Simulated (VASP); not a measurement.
# AlN (P6_3mc) in VASP: further runs, part 2 of 2

VASP 6.6.1. The steps go on from the part before.

## 5. Single point, PBE (volume scaled by 1.02, then relaxed in part)

Contents of INCAR:

```
ALGO = Normal
EDIFF = 1E-7
ENCUT = 520
GGA = PE
ISIF = 2
ISMEAR = -1
LASPH = True
LCHARG = False
LREAL = False
LWAVE = False
NBANDS = 16
NELM = 100
PREC = Accurate
SIGMA = 0.02
```

Contents of KPOINTS:

```
k-points
0
Gamma
  11 11 6
```

Contents of POSCAR:

```
AlN
1.0
    3.1305966268      0.0000000000      0.0000000000
   -1.5652983134      2.7111762078      0.0000000000
    0.0000000000      0.0000000000      5.0129810936
Al N
2 2
Direct
    0.6666666667      0.3333333333      0.0000000000
    0.3333333333      0.6666666667      0.5000000000
    0.6666666667      0.3333333333      0.3820000000
    0.3333333333      0.6666666667      0.8820000000
```

Potentials or basis: VASP PAW PBE potentials, release 64 (Al, N).

Launch:

```console
$ cat potpaw_PBE.64/Al/POTCAR potpaw_PBE.64/N/POTCAR > POTCAR
$ mpirun -np 1 vasp_std > vasp.out
```

OUTCAR:

```text
EDIFF = 1E-7
   ENCUT = 520
   GGA = PE
   ISIF = 2
   ISMEAR = -1
   LASPH = True
   LREAL = False
   NELM = 100
   PREC = Accurate

 ion  position               nearest neighbor table
   1  0.667  0.333  0.000-   4 1.90   4 1.90   4 1.90   3 1.91   2 3.09   2 3.09   2 3.09   2 3.09
                             2 3.09   2 3.09
   2  0.333  0.667  0.500-   3 1.90   3 1.90   3 1.90   4 1.91   1 3.09   1 3.09   1 3.09   1 3.09
                             1 3.09   1 3.09
   3  0.667  0.333  0.382-   2 1.90   2 1.90   2 1.90   1 1.91
   4  0.333  0.667  0.882-   1 1.90   1 1.90   1 1.90   2 1.91

  LATTYP: Found a hexagonal cell.
 ALAT       =     3.1305966268
 C/A-ratio  =     1.6012861736

  Lattice vectors:

 A1 = (   3.1305966268,   0.0000000000,   0.0000000000)
 A2 = (  -1.5652983134,   2.7111762078,   0.0000000000)
 A3 = (   0.0000000000,   0.0000000000,   5.0129810936)

Analysis of symmetry for initial positions (statically):
=====================================================================
 Subroutine PRICEL returns:
 Original cell was already a primitive cell.

 Routine SETGRP: Setting up the symmetry group for a
 hexagonal supercell.

 Subroutine GETGRP returns: Found 12 space group operations
 (whereof  6 operations were pure point group operations)
 out of a pool of 24 trial point group operations.

The static configuration has the point symmetry C_3v.
 The point group associated with its full space group is C_6v.

Analysis of symmetry for dynamics (positions and initial velocities):
=====================================================================
 Subroutine PRICEL returns:
 Original cell was already a primitive cell.

 Routine SETGRP: Setting up the symmetry group for a
 hexagonal supercell.

[... 126 lines left out ...]
   IALGO  =     38    algorithm
   IMIX   =      4    mixing-type and parameters
     AMIX     =   0.40;   BMIX     =  1.00
     AMIX_MAG =   1.60;   BMIX_MAG =  1.00
  volume/ion in A,a.u.               =      10.64        71.78
  Fermi-wavevector in a.u.,A,eV,Ry     =   1.181647  2.232990 18.997682  1.396290
  Thomas-Fermi vector in A             =   2.317917
   LORBIT       =      0    0 simple, 1 ext, 2 COOP (PROOUT), +10 PAW based schemes
   GGA     = PE    functional components
   LHFCALC =     F    Hartree Fock is set to
   AEXX    =    0.0000 exact exchange contribution
   IVDW    =     0    specifies the selected vdW correction
   LEPSILON=     F    determine dielectric tensor
   LRPA    =     F    only Hartree local field effects (RPA)
 non-spin polarized calculation
  energy-cutoff  :      520.00
  volume of cell :       42.55
 maximum number of plane-waves:      1170
 NGX is ok and might be reduce to    24
   NGX = 11   NGY = 11   NGZ = 19

 number of electron      15.9999998 magnetization

 Free energy of the ion-electron system (eV)
  ---------------------------------------------------
  ext. energy  EPLUGINS =         0.00000000
  ---------------------------------------------------
  free energy    TOTEN  =       -29.78045667 eV

  energy without entropy =      -29.78045667  energy(sigma->0) =      -29.78045667

 E-fermi :   6.3713     XC(G=0): -10.8302

 val. band max:        5.9826059340   @ k =   0.0000   0.0000   0.0000
 cond. band min:      10.0228808298   @ k =   0.0000   0.0000   0.0000
 fundamental gap:      4.0402748957
 Fermi energy:         6.3712532243

 k-point     1 :       0.0000    0.0000    0.0000
  band No.  band energies     occupation
      1      -9.1005      2.00000
      2      -7.0111      2.00000
      3       0.0685      2.00000
      4       5.1186      2.00000
      5       5.1186      2.00000
      6       5.7645      2.00000
[... 433 lines left out ...]
      3       1.0805      2.00000
      4       2.9793      2.00000
      5       3.3712      2.00000
      6       4.4784      2.00000
[... 8 lines left out ...]
     15      18.2166      0.00000
     16      19.3147      0.00000

 [... further k-points ...]

------------------------ aborting loop because EDIFF is reached ----------------------------------------

  FORCE on cell =-STRESS in cart. coord.  units (eV):
  Direction    XX          YY          ZZ          XY          YZ          ZX
  --------------------------------------------------------------------------------------
  -------------------------------------------------------------------------------------
  Total       -0.0524347     -0.0524347      0.0007612      0.0000000      0.0000000      0.0000000
  in kB       -1.9744620     -1.9744620      0.0286652      0.0000000      0.0000000      0.0000000
  external PRESSURE =      -1.3067529 kB  Pullay stress =       0.0000000 kB

 VOLUME and BASIS-vectors are now :
 -----------------------------------------------------------------------------
  energy-cutoff  :      520.00
  volume of cell :       42.55
      direct lattice vectors                 reciprocal lattice vectors
     3.130596627  0.000000000  0.000000000     0.319427930  0.184421801  0.000000000
    -1.565298313  2.711176208  0.000000000     0.000000000  0.368843603  0.000000000
     0.000000000  0.000000000  5.012981094     0.000000000  0.000000000  0.199482101

 POSITION                                       TOTAL-FORCE (eV/Angst)
 -----------------------------------------------------------------------------------
      1.56530      0.90373      0.00000        -0.000000      0.000000      0.015853
     -0.00000      1.80745      2.50649        -0.000000      0.000000      0.015853
      1.56530      0.90373      1.91496         0.000000     -0.000000     -0.015853
     -0.00000      1.80745      4.42145        -0.000000      0.000000     -0.015853
 -----------------------------------------------------------------------------------
    total drift:                                0.000000     -0.000000      0.000649

  FREE ENERGIE OF THE ION-ELECTRON SYSTEM (eV)
  ---------------------------------------------------
  free  energy   TOTEN  =       -29.7804566737 eV

  energy  without entropy=      -29.7804566737  energy(sigma->0) =      -29.78045667
```

OSZICAR:

```text
N       E                     dE             d eps       ncg     rms          rms(c)
DAV:   1     0.406813446588E+02    0.40681E+02   -0.73769E+03  2048   0.900E+02
DAV:   2    -0.309956041929E+02   -0.71677E+02   -0.65663E+02  2856   0.184E+02
DAV:   3    -0.344377008824E+02   -0.34421E+01   -0.34315E+01  2624   0.421E+01
DAV:   4    -0.344588133349E+02   -0.21112E-01   -0.21111E-01  2496   0.375E+00
DAV:   5    -0.344590960998E+02   -0.28276E-03   -0.28276E-03  2688   0.435E-01    0.121E+01
DAV:   6    -0.297655814373E+02    0.46935E+01   -0.10680E+01  2456   0.236E+01    0.411E+00
DAV:   7    -0.297922073418E+02   -0.26626E-01   -0.65784E-01  2176   0.571E+00    0.292E+00
DAV:   8    -0.297851284244E+02    0.70789E-02   -0.61990E-02  2288   0.230E+00    0.622E-01
DAV:   9    -0.297798948103E+02    0.52336E-02   -0.12378E-02  2728   0.822E-01    0.252E-01
DAV:  10    -0.297805426454E+02   -0.64784E-03   -0.24408E-03  2240   0.307E-01    0.137E-01
DAV:  11    -0.297804536364E+02    0.89009E-04   -0.18819E-04  2384   0.105E-01    0.344E-02
DAV:  12    -0.297804568668E+02   -0.32304E-05   -0.12588E-05  2256   0.283E-02    0.725E-03
DAV:  13    -0.297804566773E+02    0.18942E-06   -0.46122E-06  2424   0.164E-02    0.571E-03
DAV:  14    -0.297804566737E+02    0.36655E-08   -0.35597E-07  2368   0.506E-03
   1 F= -.29780457E+02 E0= -.29780457E+02  d E =-.686650E-11
```

stdout:

```text
POSCAR found type information on POSCAR AlN
 POSCAR found :  2 types and       4 ions
 scaLAPACK will be used
 LDA part: xc-table for (Slater+PW92), standard interpolation
 POSCAR, INCAR and KPOINTS ok, starting setup
 FFT: planning ... GRIDC
 FFT: planning ... GRID_SOFT
 FFT: planning ... GRID
 WAVECAR not read
 entering main loop
```

Wall time 29 s (1 thread of Intel Xeon Platinum 8488C (Sapphire Rapids), shared host); peak memory 0.17 GiB.

Results:

```
Free energy            : -29.7805 eV
Pressure               : -0.1 GPa
Largest force          : 0.016 eV/Å
Band gap on the k mesh : 4.04 eV, direct
```

Forces on the atoms (eV/Å):
```
Al   0.000  0.000  0.016
Al   0.000  0.000  0.016
N    0.000  0.000 -0.016
N    0.000  0.000 -0.016
```

Stress tensor (GPa, compression positive):
```
-0.20  0.00  0.00
 0.00 -0.20  0.00
 0.00  0.00  0.00
```

## 6. Overview

| cell | gap on the mesh (eV) | pressure (GPa) | largest force (eV/Å) |
| --- | --- | --- | --- |
| a = 3.110, b = 3.110, c = 4.880 Å, angles 90.0, 90.0, 120.0°, 4 atoms | 4.28 | 8.0 | 0.01 |
| a = 3.110, b = 3.110, c = 4.930 Å, angles 90.0, 90.0, 120.0°, 4 atoms | 4.25 | 5.9 | - |
| a = 3.110, b = 3.110, c = 4.980 Å, angles 90.0, 90.0, 120.0°, 4 atoms | 4.21 | 3.9 | 0.01 |
| a = 3.131, b = 3.131, c = 5.013 Å, angles 90.0, 90.0, 120.0°, 4 atoms | 4.04 | -0.1 | 0.02 |

Alike in all rows: task single point; level PBE; potentials or basis VASP PAW PBE potentials, release 64 (Al, N); no spin polarisation; k mesh 11 × 11 × 6; cutoff (eV) 520; smearing fermi-dirac 0.02 eV.

Absolute energies hang on the potentials; compare differences alone.
